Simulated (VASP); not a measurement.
# ZnCu2OsS4 (I-4) in VASP: single point with r2SCAN

Aim: the single point of ZnCu2OsS4 with r2SCAN.

Program: VASP 6.6.1. These are calculated values, not measurements. Logs are shortened: lines on timing, memory, paths and dates and some standing lists are left out, and cuts for length are marked.

### Step 1. The cell of the first run

Symmetry: I-4, No. 82, tetragonal system. Conventional cell: a = 5.278 Å, b = 5.278 Å, c = 10.496 Å, α = 90.00°, β = 90.00°, γ = 90.00°. Within 3.0 Å of Cu (site symmetry -4) lie 4 S at 2.29 Å. Cu (site symmetry -4) has 4 S at 2.27 Å within 3.0 Å. Zn (site symmetry -4) has 4 S at 2.33 Å within 3.1 Å. Within 3.0 Å of Os (site symmetry -4) lie 4 S at 2.24 Å. Within 3.0 Å of S (site symmetry 1) lie 1 Os at 2.24 Å and 2 Cu at 2.27 to 2.29 Å and 1 Zn at 2.33 Å.

### Step 2. Single point, r2SCAN

File POSCAR:

```
ZnCu2OsS4
1.0
    0.0000000000      5.2783122078     -0.0000002498
    5.2783122078      0.0000000000     -0.0000002498
    2.6391558555      2.6391558555     -5.2481777173
Cu Zn Os S
2 1 1 4
Direct
    0.0000000000      0.0000000000      0.0000000000
    0.7500000000      0.2500000000      0.5000000000
    0.2500000000      0.7500000000      0.5000000000
    0.5000000000      0.5000000000      0.0000000000
    0.3809642786      0.8737469675      0.7552977566
    0.1262530325      0.1362620351      0.2447022434
    0.8637379649      0.3709552760      0.7552977566
    0.6290447240      0.6190357214      0.2447022434
```

File INCAR.step1:

```
SYSTEM = ZnCu2OsS4
  ALGO = Normal
  EDIFF = 1E-4
  ENCUT = 520
  GGA = PE
  ISMEAR = -1
  LASPH = .TRUE.
  LCHARG = .FALSE.
  LREAL = .FALSE.
  LWAVE = .TRUE.
  NBANDS = 43
  NELM = 100
  PREC = Accurate
  SIGMA = 0.0269
```

File INCAR.step2:

```
SYSTEM = ZnCu2OsS4
  ALGO = Normal
  EDIFF = 1E-7
  ENCUT = 520
  ISIF = 2
  ISMEAR = -1
  ISTART = 1
  LASPH = .TRUE.
  LCHARG = .FALSE.
  LMIXTAU = .TRUE.
  LREAL = .FALSE.
  LWAVE = .FALSE.
  METAGGA = R2SCAN
  NBANDS = 43
  NELM = 100
  PREC = Accurate
  SIGMA = 0.0269
```

File KPOINTS:

```
k-points
0
G
  5 5 5
  0 0 0
```

Potentials or basis: VASP PAW PBE potentials, release 64 (Cu, Zn, Os, S).

The run is started by

```console
> cat potpaw_PBE.64/Cu/POTCAR potpaw_PBE.64/Zn/POTCAR potpaw_PBE.64/Os/POTCAR potpaw_PBE.64/S/POTCAR > POTCAR
> cp INCAR.step1 INCAR
> mpirun -np 1 vasp_std > vasp.out
> cp INCAR.step2 INCAR
> mpirun -np 1 vasp_std > vasp.out
```

OUTCAR:

```text
SYSTEM = ZnCu2OsS4
   EDIFF = 1E-7
   ENCUT = 520
   ISIF = 2
   ISMEAR = -1
   ISTART = 1
   LASPH = .TRUE.
   LREAL = .FALSE.
   METAGGA = R2SCAN
   NELM = 100
   PREC = Accurate

 ion  position               nearest neighbor table
   1  0.000  0.000  0.000-   6 2.29   7 2.29   5 2.29   8 2.29
   2  0.750  0.250  0.500-   5 2.27   6 2.27   8 2.27   7 2.27
   3  0.250  0.750  0.500-   7 2.33   6 2.33   8 2.33   5 2.33
   4  0.500  0.500  0.000-   8 2.24   7 2.24   5 2.24   6 2.24
   5  0.381  0.874  0.755-   4 2.24   2 2.27   1 2.29   3 2.33
   6  0.126  0.136  0.245-   4 2.24   2 2.27   1 2.29   3 2.33
   7  0.864  0.371  0.755-   4 2.24   2 2.27   1 2.29   3 2.33
   8  0.629  0.619  0.245-   4 2.24   2 2.27   1 2.29   3 2.33

  LATTYP: Found a body centered tetragonal cell.
 ALAT       =     5.2783122078
 C/A-ratio  =     1.9885816757

  Lattice vectors:

 A1 = (  -2.6391558555,   2.6391563523,   5.2481774675)
 A2 = (   2.6391563523,  -2.6391558555,   5.2481774675)
 A3 = (   2.6391558555,   2.6391558555,  -5.2481777173)

Analysis of symmetry for initial positions (statically):
=====================================================================
 Subroutine PRICEL returns:
 Original cell was already a primitive cell.

 Routine SETGRP: Setting up the symmetry group for a
 body centered tetragonal supercell.

 Subroutine GETGRP returns: Found  4 space group operations
 (whereof  4 operations were pure point group operations)
 out of a pool of 16 trial point group operations.

The static configuration has the point symmetry S_4 .

Analysis of symmetry for dynamics (positions and initial velocities):
=====================================================================
 Subroutine PRICEL returns:
 Original cell was already a primitive cell.

 Routine SETGRP: Setting up the symmetry group for a
 body centered tetragonal supercell.

 Subroutine GETGRP returns: Found  4 space group operations
 (whereof  4 operations were pure point group operations)
 out of a pool of 16 trial point group operations.

The dynamic configuration has the point symmetry S_4 .

 Subroutine INISYM returns: Found  4 space group operations
 (whereof  4 operations are pure point group operations),
 and found     1 'primitive' translations

[... 104 lines left out ...]
   EDIFFG = 0.1E-05   stopping-criterion for IOM
   NSW    =      0    number of steps for IOM
   IBRION =     -1    ionic relax: 0-MD 1-quasi-New 2-CG
   NFREE  =      0    steps in history (QN), initial steepest desc. (CG)
   ISIF   =      2    stress and relaxation
   ISYM   =      2    0-nonsym 1-usesym 2-fastsym
   POTIM  = 0.5000    time-step for ionic-motion
   TEBEG  =    0.0;   TEEND  =   0.0 temperature during run
   PSTRESS=    0.0 pullay stress
   NELECT =      66.0000    total number of electrons
   NUPDOWN=      -1.0000    fix difference up-down
   EMIN   =  10.00;   EMAX   =-10.00  energy-range for DOS
   EFERMI =   0.00;   METHOD = LEGACY
   ISMEAR =    -1;   SIGMA  =   0.03  broadening in eV -4-tet -1-fermi 0-gaus
   EFERMI_NEDOS =   21; number of points for ismear=-14 and -15
   IALGO  =     38    algorithm
   IMIX   =      4    mixing-type and parameters
     AMIX     =   0.40;   BMIX     =  1.00
     AMIX_MAG =   1.60;   BMIX_MAG =  1.00
  volume/ion in A,a.u.               =      18.28       123.34
  Fermi-wavevector in a.u.,A,eV,Ry     =   1.255808  2.373133 21.457120  1.577054
  Thomas-Fermi vector in A             =   2.389547
   LORBIT       =      0    0 simple, 1 ext, 2 COOP (PROOUT), +10 PAW based schemes
   METAGGA = R2SCAN    functional components
   LHFCALC =     F    Hartree Fock is set to
   AEXX    =    0.0000 exact exchange contribution
   IVDW    =     0    specifies the selected vdW correction
   LEPSILON=     F    determine dielectric tensor
   LRPA    =     F    only Hartree local field effects (RPA)
 non-spin polarized calculation
  energy-cutoff  :      520.00
  volume of cell :      146.22
 maximum number of plane-waves:      3948
   NGX = 19   NGY = 19   NGZ = 23

 number of electron      66.0000016 magnetization

 Free energy of the ion-electron system (eV)
  ---------------------------------------------------
  ext. energy  EPLUGINS =         0.00000000
  ---------------------------------------------------
  free energy    TOTEN  =      -118.25691459 eV

  energy without entropy =     -118.25612174  energy(sigma->0) =     -118.25651816

 E-fermi :   4.9408     XC(G=0): -10.8897

 val. band max:        4.8622410598   @ k =  -0.4000   0.4000   0.0000
 cond. band min:       5.0380125222   @ k =  -0.4000   0.0000   0.2000
 fundamental gap:      0.1757714623
 Fermi energy:         4.9408033353

 k-point     1 :       0.0000    0.0000    0.0000
  band No.  band energies     occupation
      1     -10.6651      2.00000
      2      -9.2835      2.00000
      3      -9.2835      2.00000
      4      -9.2782      2.00000
      5      -2.8258      2.00000
      6      -2.8021      2.00000
[... 955 lines left out ...]
     42      10.4775      0.00000
     43      10.7207      0.00000

------------------------ aborting loop because EDIFF is reached ----------------------------------------

  FORCE on cell =-STRESS in cart. coord.  units (eV):
  Direction    XX          YY          ZZ          XY          YZ          ZX
  --------------------------------------------------------------------------------------
  -------------------------------------------------------------------------------------
  Total        0.2896705      0.2896705      0.2454831      0.0000247     -0.0000000     -0.0000000
  in kB        3.1740676      3.1740676      2.6898841      0.0002708     -0.0000000     -0.0000000
  external PRESSURE =       3.0126731 kB  Pullay stress =       0.0000000 kB

 VOLUME and BASIS-vectors are now :
 -----------------------------------------------------------------------------
  energy-cutoff  :      520.00
  volume of cell :      146.22
      direct lattice vectors                 reciprocal lattice vectors
     0.000000000  5.278312208 -0.000000250     0.000000005  0.189454504  0.095271160
     5.278312208  0.000000000 -0.000000250     0.189454504  0.000000005  0.095271160
     2.639155855  2.639155855 -5.248177717    -0.000000009 -0.000000009 -0.190542337

 POSITION                                       TOTAL-FORCE (eV/Angst)
 -----------------------------------------------------------------------------------
      0.00000      0.00000      0.00000        -0.000000     -0.000000      0.000000
      2.63916      5.27831     -2.62409        -0.000000     -0.000000      0.000000
      5.27831      2.63916     -2.62409        -0.000000     -0.000000      0.000000
      2.63916      2.63916     -0.00000        -0.000000     -0.000000      0.000000
      6.60526      4.00420     -3.96394         0.041926     -0.048316      0.036673
      1.36504      1.31221     -1.28424        -0.048316     -0.041926     -0.036673
      3.95137      6.55243     -3.96394        -0.041926      0.048316      0.036673
      3.91327      3.96610     -1.28424         0.048316      0.041926     -0.036673
 -----------------------------------------------------------------------------------
    total drift:                               -0.000324      0.000638     -0.000604

  FREE ENERGIE OF THE ION-ELECTRON SYSTEM (eV)
  ---------------------------------------------------
  free  energy   TOTEN  =      -118.2569145871 eV

  energy  without entropy=     -118.2561217396  energy(sigma->0) =     -118.25651816
```

OSZICAR.step1:

```text
N       E                     dE             d eps       ncg     rms          rms(c)
DAV:   1     0.609800459645E+03    0.60980E+03   -0.28686E+04  1806   0.179E+03
DAV:   2     0.552571573735E+02   -0.55454E+03   -0.52832E+03  1815   0.429E+02
DAV:   3    -0.340339886938E+02   -0.89291E+02   -0.84409E+02  2158   0.180E+02
DAV:   4    -0.413149155157E+02   -0.72809E+01   -0.71542E+01  2588   0.513E+01
DAV:   5    -0.416247958231E+02   -0.30988E+00   -0.30938E+00  2548   0.107E+01    0.278E+01
DAV:   6    -0.428743246518E+02   -0.12495E+01   -0.57927E+01  2692   0.165E+02    0.191E+01
DAV:   7    -0.377661517753E+02    0.51082E+01   -0.19523E+01  2396   0.161E+02    0.976E+00
DAV:   8    -0.380591515561E+02   -0.29300E+00   -0.61919E+00  2764   0.261E+01    0.692E+00
DAV:   9    -0.380190201054E+02    0.40131E-01   -0.42767E-01  2780   0.899E+00    0.184E+00
DAV:  10    -0.379812433041E+02    0.37777E-01   -0.26518E-01  2492   0.158E+01    0.909E-01
DAV:  11    -0.379770437794E+02    0.41995E-02   -0.65086E-02  2812   0.700E+00    0.505E-01
DAV:  12    -0.379768327444E+02    0.21103E-03   -0.10426E-02  2804   0.214E+00    0.363E-01
DAV:  13    -0.379772575004E+02   -0.42476E-03   -0.45614E-03  2660   0.159E+00    0.207E-01
DAV:  14    -0.379770024852E+02    0.25502E-03   -0.73381E-04  1900   0.718E-01    0.695E-02
DAV:  15    -0.379769971045E+02    0.53807E-05   -0.15678E-04  1172   0.286E-01
   1 F= -.37976997E+02 E0= -.37975166E+02  d E =-.366161E-02
```

Wall time 5.9 min (1 thread of Intel Xeon Platinum 8488C (Sapphire Rapids), shared host); peak memory 0.37 GiB.

Results:

```yaml
Free_energy: -118.2569 eV
Pressure: 0.3 GPa
Largest_force: 0.074 eV/Å
Band_gap_on_the_k_mesh: 0.18 eV, indirect (least direct gap 0.48 eV)
```

Forces in eV/Å, atoms in the order of the input:
```
Cu   0.000  0.000  0.000
Cu   0.000  0.000  0.000
Zn   0.000  0.000  0.000
Os   0.000  0.000  0.000
S    0.042 -0.048  0.037
S   -0.048 -0.042 -0.037
S   -0.042  0.048  0.037
S    0.048  0.042 -0.037
```

Caveat: the PAW data sets were made with another functional, which shifts forces and pressure a little; spin-orbit coupling is left out, which moves the levels of the heavy elements. A k mesh can miss the band edges.
